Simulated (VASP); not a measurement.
Here is a VASP 6.6.1 calculation.

File INCAR:

```
SYSTEM = Cd9O8
ALGO     = Normal         ! electronic algorithm
EDIFF    = 1E-6           ! SCF threshold, eV
ENCUT    = 520            ! plane-wave cutoff, eV
GGA      = CA             ! functional
ISIF     = 2              ! what is computed and relaxed
ISMEAR   = -1             ! smearing method
LASPH    = .TRUE.         ! aspherical terms in the spheres
LCHARG   = .FALSE.        ! write CHGCAR
LREAL    = Auto         
LWAVE    = .FALSE.        ! write WAVECAR
NBANDS   = 92             ! bands
NELM     = 60             ! most SCF steps
PREC     = Accurate       ! precision mode
SIGMA    = 0.05           ! smearing width, eV
```

KPOINTS

```
k-points
0
G
  2 2 1
  0 0 0
```

The input POSCAR:

```
Cd9O8
1.0
    6.6892300000      0.0000000000      0.0000000000
    3.3446150000      5.7930430000      0.0000000000
    0.0000000000      0.0000000000     15.0963000000
Cd O
9 8
Direct
    0.0000000000      0.0000000000      0.0662413969
    0.0000007345      0.4999962887      0.0662413969
    0.4999977576      0.0000000000      0.0662413969
    0.4999984921      0.4999962887      0.0662413969
    0.6212557455      0.7601704320      0.3750919099
    0.5666291930      0.2573949477      0.2553274643
    0.1814977341      0.7555787174      0.2693772646
    0.1279772184      0.2378542676      0.2480607831
    0.2558461037      0.4172936400      0.4205997496
    0.3219992850      0.8670572616      0.1327080145
    0.3312883630      0.3471060028      0.1520438783
    0.8325360880      0.8429593911      0.0980438915
    0.8213920940      0.3466226645      0.1286275445
   -0.0215712979      0.5653850662      0.3360955996
   -0.0856425235      0.0815288269      0.2414565158
    0.4348314922      0.6016872307      0.3683154150
    0.4356130468      1.1110050452      0.3414015355
```

Potentials or basis: VASP PAW LDA potentials, release 64 (Cd, O).

Run with:

```bash
$ cat potpaw_LDA.64/Cd/POTCAR potpaw_LDA.64/O/POTCAR > POTCAR
$ mpirun -np 1 vasp_std > vasp.out
```

**Question.** Estimate the largest force.

**Answer.** 2.529 eV/Å.

**Question.** What does it give for the band gap on the k mesh?

**Answer.** 0.16 eV (least direct gap 0.23 eV).

Forces on the atoms (eV/Å):
```
Cd   1.950  1.552  0.428
Cd   0.559 -1.077  0.076
Cd  -0.923  1.624 -0.048
Cd  -0.771  0.626  0.223
Cd   1.484 -0.059 -0.585
Cd   1.880  0.266  0.100
Cd  -0.768  0.073 -0.463
Cd  -0.853  0.299 -0.183
Cd   0.867  0.029  0.302
O   -0.435 -0.986  0.066
O   -0.879  0.320 -0.495
O   -0.854 -1.102  0.150
O    0.649  0.412 -1.289
O   -0.409  0.449 -0.386
O    0.899 -0.669  0.983
O   -1.427 -1.355  0.156
O   -0.969 -0.402  0.966
```

Caveat: the k points lie up to 0.54 Å⁻¹ apart.
